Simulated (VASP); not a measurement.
# HC12 (a cell with a defect) in VASP: single point with PBE

Aim: the single point of HC12 (a cell with a defect) with PBE.

Program: VASP 6.6.1. These are calculated values, not measurements. Logs are shortened: lines on timing, memory, paths and dates and some standing lists are left out, and cuts for length are marked.

## 1. The cell of the first run

The cell holds a defect, 13 atoms: a = 4.374 Å, b = 4.374 Å, c = 4.374 Å, α = 80.41°, β = 70.53°, γ = 60.00°.

## 2. Single point, PBE

INCAR reads:

```
PREC = Accurate
ENCUT = 520
EDIFF = 1E-7
ISMEAR = 0
SIGMA = 0.05
LREAL = F
LASPH = T
NELM = 80
ALGO = Normal
ISIF = 2
LWAVE = F
LCHARG = F
GGA = PE
NELECT = 48.0
NBANDS = 36
```

KPOINTS reads:

```
regular mesh
0
Gamma
  6 6 6
```

POSCAR reads:

```
HC12
1.0
   -3.5715485858     -1.7857742929     -1.7857742929
   -1.7857742929     -3.5715485858      1.7857742929
   -3.5715485858      1.7857742929      1.7857742929
C H
12 1
Direct
    0.9166666667      0.6666666667      0.2500000000
    0.5833333333      0.3333333333      0.2500000000
    0.2500000000      0.0000000000      0.2500000000
    0.0833333333      0.3333333333      0.7500000000
    0.7500000000      0.0000000000      0.7500000000
    0.4166666667      0.6666666667      0.7500000000
    0.5416666667      0.6666666667      0.3750000000
    0.2083333333      0.3333333333      0.3750000000
    0.8750000000      0.0000000000      0.3750000000
    0.7083333333      0.3333333333      0.8750000000
    0.3750000000      0.0000000000      0.8750000000
    0.0416666667      0.6666666667      0.8750000000
    0.6041666667      0.6666666667     -0.0625000000
```

Potentials or basis: VASP PAW PBE potentials, release 64 (C, H).

Command:

```bash
> cat potpaw_PBE.64/C/POTCAR potpaw_PBE.64/H/POTCAR > POTCAR
> mpirun -np 1 vasp_std > vasp.out
```

OUTCAR:

```text
PREC = Accurate
   ENCUT = 520
   EDIFF = 1E-7
   ISMEAR = 0
   LREAL = F
   LASPH = T
   NELM = 80
   ISIF = 2
   GGA = PE
   NELECT = 48.0

 ion  position               nearest neighbor table
   1  0.917  0.667  0.250-   9 1.55   7 1.55  12 1.55   8 1.55
   2  0.583  0.333  0.250-   8 1.55  10 1.55   9 1.55   7 1.55
   3  0.250  0.000  0.250-   8 1.55   9 1.55  11 1.55   7 1.55
   4  0.083  0.333  0.750-   8 1.55  10 1.55  11 1.55  12 1.55
   5  0.750  0.000  0.750-  10 1.55   9 1.55  11 1.55  12 1.55
   6  0.417  0.667  0.750-  13 1.34  11 1.55  12 1.55   7 1.55  10 1.55
   7  0.542  0.667  0.375-   1 1.55   6 1.55   3 1.55   2 1.55
   8  0.208  0.333  0.375-   3 1.55   2 1.55   4 1.55   1 1.55
   9  0.875  0.000  0.375-   1 1.55   3 1.55   5 1.55   2 1.55
  10  0.708  0.333  0.875-  13 1.34   5 1.55   2 1.55   4 1.55   6 1.55
  11  0.375  0.000  0.875-  13 1.34   6 1.55   3 1.55   5 1.55   4 1.55
  12  0.042  0.667  0.875-   1 1.55   6 1.55   5 1.55   4 1.55
  13  0.604  0.667  0.938-  11 1.34   6 1.34  10 1.34

  LATTYP: Found a base centered monoclinic cell.
 ALAT       =     4.3742358134
 B/A-ratio  =     1.7320508076
 C/A-ratio  =     1.0000000000
 COS(beta)  =    -0.3333333333

  Lattice vectors:

 A1 = (   1.7857742929,  -1.7857742929,   3.5715485858)
 A2 = (   1.7857742929,   3.5715485858,  -1.7857742929)
 A3 = (  -3.5715485858,   1.7857742929,   1.7857742929)

Analysis of symmetry for initial positions (statically):
=====================================================================
 Subroutine PRICEL returns:
 Original cell was already a primitive cell.

 Routine SETGRP: Setting up the symmetry group for a
 base centered monoclinic supercell.

 Subroutine GETGRP returns: Found  2 space group operations
 (whereof  1 operations were pure point group operations)
 out of a pool of  4 trial point group operations.

The static configuration has the point symmetry C_1 .
 The point group associated with its full space group is C_1h.

Analysis of symmetry for dynamics (positions and initial velocities):
=====================================================================
 Subroutine PRICEL returns:
 Original cell was already a primitive cell.

 Routine SETGRP: Setting up the symmetry group for a
 base centered monoclinic supercell.

 Subroutine GETGRP returns: Found  2 space group operations
 (whereof  1 operations were pure point group operations)
 out of a pool of  4 trial point group operations.

The dynamic configuration has the point symmetry C_1 .
 The point group associated with its full space group is C_1h.

 Subroutine INISYM returns: Found  2 space group operations
 (whereof  1 operations are pure point group operations),
 and found     1 'primitive' translations

----------------------------------------------------------------------------------------

                                     Primitive cell

  volume of cell :      68.3378

  direct lattice vectors                    reciprocal lattice vectors
    -3.571548586 -1.785774293 -1.785774293    -0.139995296 -0.046665099 -0.233325493
    -1.785774293 -3.571548586  1.785774293     0.000000000 -0.186660394  0.186660394
    -3.571548586  1.785774293  1.785774293    -0.139995296  0.139995296  0.139995296

  length of vectors
     4.374235813  4.374235813  4.374235813     0.276074446  0.263977661  0.242478965

  position of ions in fractional coordinates (direct lattice)
     0.916666667  0.666666667  0.250000000
     0.583333333  0.333333333  0.250000000
     0.250000000  0.000000000  0.250000000
     0.083333333  0.333333333  0.750000000
     0.750000000  0.000000000  0.750000000
     0.416666667  0.666666667  0.750000000
     0.541666667  0.666666667  0.375000000
     0.208333333  0.333333333  0.375000000
     0.875000000  0.000000000  0.375000000
     0.708333333  0.333333333  0.875000000
     0.375000000  0.000000000  0.875000000
     0.041666667  0.666666667  0.875000000
     0.604166667  0.666666667  0.937500000

  ion indices of the primitive-cell ions
   primitive index   ion index
                 1           1
                 2           2
                 3           3
                 4           4
                 5           5
                 6           6
                 7           7
                 8           8
                 9           9
                10          10
                11          11
                12          12
                13          13

----------------------------------------------------------------------------------------

 KPOINTS: regular mesh

Automatic generation of k-mesh.
 Grid dimensions read from file:
 generate k-points for:    6    6    6

 Generating k-lattice:

  Cartesian coordinates                     Fractional coordinates (reciprocal lattice)
    -0.023332549 -0.007777516 -0.038887582     0.166666667 -0.000000000 -0.000000000
     0.000000000 -0.031110066  0.031110066     0.000000000  0.166666667  0.000000000
    -0.023332549  0.023332549  0.023332549     0.000000000  0.000000000  0.166666667

  Length of vectors
     0.046012408  0.043996277  0.040413161

  Shift w.r.t. Gamma in fractional coordinates (k-lattice)
     0.000000000  0.000000000  0.000000000

 Subroutine IBZKPT returns following result:
 ===========================================

 Found     68 irreducible k-points:

 Following reciprocal coordinates:
            Coordinates               Weight
  0.000000  0.000000  0.000000      1.000000
  0.166667  0.000000 -0.000000      4.000000
  0.333333  0.000000 -0.000000      4.000000
  0.500000  0.000000 -0.000000      2.000000
  0.000000  0.166667  0.000000      2.000000
  0.333333  0.166667 -0.000000      2.000000
[... 16 lines left out ...]
 -0.333333  0.166667  0.166667      4.000000
 -0.166667  0.166667  0.166667      4.000000
 [... further k-points ...]
   k-points           NKPTS =     68   k-points in BZ     NKDIM =     68   number of bands    NBANDS=     36
   number of dos      NEDOS =    301   number of ions     NIONS =     13
   total plane-waves  NPLWV =  46656
   dimension x,y,z NGX =    36 NGY =   36 NGZ =   36
   dimension x,y,z NGXF=    72 NGYF=   72 NGZF=   72
   ions per type =              12   1
   NGX,Y,Z   is equivalent  to a cutoff of  13.68, 13.68, 13.68 a.u.
   NGXF,Y,Z  is equivalent  to a cutoff of  27.36, 27.36, 27.36 a.u.
 SYSTEM =  unknown system
   PREC   = accura    normal or accurate (medium, high low for compatibility)
   ISTART =      0    job   : 0-new  1-cont  2-samecut
   ICHARG =      2    charge: 1-file 2-atom 10-const
   ISPIN  =      1    spin polarized calculation?
   LNONCOLLINEAR =      F non collinear calculations
   LSORBIT =      F    spin-orbit coupling
   LASPH  =      T    aspherical Exc in radial PAW
   ENCUT  =  520.0 eV  38.22 Ry    6.18 a.u.   8.13  8.13  8.13*2*pi/ulx,y,z
   NELM   =     80;   NELMIN=  2; NELMDL= -5     # of ELM steps
   EDIFF  = 0.1E-06   stopping-criterion for ELM
   LREAL  =      F    real-space projection
   EDIFFG = 0.1E-05   stopping-criterion for IOM
   NSW    =      0    number of steps for IOM
   IBRION =     -1    ionic relax: 0-MD 1-quasi-New 2-CG
   NFREE  =      0    steps in history (QN), initial steepest desc. (CG)
   ISIF   =      2    stress and relaxation
   ISYM   =      2    0-nonsym 1-usesym 2-fastsym
   POTIM  = 0.5000    time-step for ionic-motion
   TEBEG  =    0.0;   TEEND  =   0.0 temperature during run
   PSTRESS=    0.0 pullay stress
   NELECT =      48.0000    total number of electrons
   NUPDOWN=      -1.0000    fix difference up-down
   EMIN   =  10.00;   EMAX   =-10.00  energy-range for DOS
   EFERMI =   0.00;   METHOD = LEGACY
   ISMEAR =     0;   SIGMA  =   0.05  broadening in eV -4-tet -1-fermi 0-gaus
   EFERMI_NEDOS =   21; number of points for ismear=-14 and -15
   IALGO  =     38    algorithm
   IMIX   =      4    mixing-type and parameters
     AMIX     =   0.40;   BMIX     =  1.00
     AMIX_MAG =   1.60;   BMIX_MAG =  1.00
  volume/ion in A,a.u.               =       5.26        35.47
  Fermi-wavevector in a.u.,A,eV,Ry     =   1.455241  2.750007 28.813417  2.117726
  Thomas-Fermi vector in A             =   2.572298
   LORBIT       =      0    0 simple, 1 ext, 2 COOP (PROOUT), +10 PAW based schemes
   GGA     = PE    functional components
   LHFCALC =     F    Hartree Fock is set to
   AEXX    =    0.0000 exact exchange contribution
   IVDW    =     0    specifies the selected vdW correction
   LEPSILON=     F    determine dielectric tensor
   LRPA    =     F    only Hartree local field effects (RPA)
 non-spin polarized calculation
 Gauss-broadening in eV      SIGMA  =   0.05
  energy-cutoff  :      520.00
  volume of cell :       68.34
 maximum number of plane-waves:      1862
 NGX is ok and might be reduce to    36
   NGX = 17   NGY = 17   NGZ = 17

 number of electron      48.0000003 magnetization

 Free energy of the ion-electron system (eV)
  ---------------------------------------------------
  ext. energy  EPLUGINS =         0.00000000
  ---------------------------------------------------
  free energy    TOTEN  =      -118.46047449 eV

  energy without entropy =     -118.46047449  energy(sigma->0) =     -118.46047449

 E-fermi :  10.1452     XC(G=0): -13.2565

 val. band max:        9.8864664374   @ k =   0.0000   0.0000   0.0000
 cond. band min:      11.5886384843   @ k =  -0.3333   0.3333   0.5000
 fundamental gap:      1.7021720469
 Fermi energy:        10.1451777912

 k-point     1 :       0.0000    0.0000    0.0000
  band No.  band energies     occupation
      1     -12.1338      2.00000
      2      -6.4714      2.00000
      3      -4.9458      2.00000
      4      -4.5841      2.00000
      5      -4.0360      2.00000
      6      -3.8651      2.00000
[... 28 lines left out ...]
     35      19.6423      0.00000
     36      19.9472      0.00000
[... 866 lines left out ...]
      6      -2.9979      2.00000
[... 28 lines left out ...]
     35      19.3818      0.00000
     36      19.5617      0.00000

 [... further k-points ...]
[... 5 lines left out ...]
  --------------------------------------------------------------------------------------
  -------------------------------------------------------------------------------------
  Total       -9.0899755     -7.5430332     -7.5430332      0.0389883     -0.9511094      0.0389883
  in kB     -213.1141804   -176.8461689   -176.8461689      0.9140802    -22.2987300      0.9140797
  external PRESSURE =    -188.9355061 kB  Pullay stress =       0.0000000 kB

 VOLUME and BASIS-vectors are now :
 -----------------------------------------------------------------------------
  energy-cutoff  :      520.00
  volume of cell :       68.34
      direct lattice vectors                 reciprocal lattice vectors
    -3.571548586 -1.785774293 -1.785774293    -0.139995296 -0.046665099 -0.233325493
    -1.785774293 -3.571548586  1.785774293     0.000000000 -0.186660394  0.186660394
    -3.571548586  1.785774293  1.785774293    -0.139995296  0.139995296  0.139995296

 POSITION                                       TOTAL-FORCE (eV/Angst)
 -----------------------------------------------------------------------------------
     -5.35732     -3.57155     -0.00000        -0.352535      0.140228      0.140228
     -3.57155     -1.78577     -0.00000        -0.550838      1.032528      0.389637
     -1.78577      0.00000      0.00000        -0.550838      0.389637      1.032528
     -3.57155      0.00000      1.78577         0.225470     -0.481899     -0.969478
     -5.35732      0.00000      0.00000         0.225470     -0.969478     -0.481899
     -5.35732     -1.78577      1.78577         2.427047     -0.170606     -0.170606
     -4.46444     -2.67866      0.89289        -0.628636     -0.105609     -0.105609
     -2.67866     -0.89289      0.89289         0.246678     -0.182121     -0.162499
     -4.46444     -0.89289     -0.89289         0.246678     -0.162499     -0.182121
     -6.25021     -0.89289      0.89289        -0.611999      1.594846     -1.312946
     -4.46444      0.89289      0.89289        -0.611999     -1.312946      1.594846
     -4.46444     -0.89289      2.67866        -1.079724      0.098041      0.098041
     -6.69665     -1.78577      1.78577         1.015227      0.129878      0.129878
 -----------------------------------------------------------------------------------
    total drift:                               -0.000058     -0.000004     -0.000004

  FREE ENERGIE OF THE ION-ELECTRON SYSTEM (eV)
  ---------------------------------------------------
  free  energy   TOTEN  =      -118.4604744869 eV

  energy  without entropy=     -118.4604744869  energy(sigma->0) =     -118.46047449
```

Wall time 3.8 min (1 thread of Intel Xeon 8259CL, shared host); peak memory 0.26 GiB.

Results:

| Quantity | Value |
| --- | --- |
| Free energy | -118.4605 eV |
| Largest force | 2.439 eV/Å |

Forces in eV/Å, atoms in the order of the input:
```
C   -0.353  0.140  0.140
C   -0.551  1.033  0.390
C   -0.551  0.390  1.033
C    0.225 -0.482 -0.969
C    0.225 -0.969 -0.482
C    2.427 -0.171 -0.171
C   -0.629 -0.106 -0.106
C    0.247 -0.182 -0.162
C    0.247 -0.162 -0.182
C   -0.612  1.595 -1.313
C   -0.612 -1.313  1.595
C   -1.080  0.098  0.098
H    1.015  0.130  0.130
```

Caveat: the cell carries a net charge on a neutralising background, which shifts energy and pressure; the cell is charged against a uniform background, so pressure and absolute levels hang on convention.
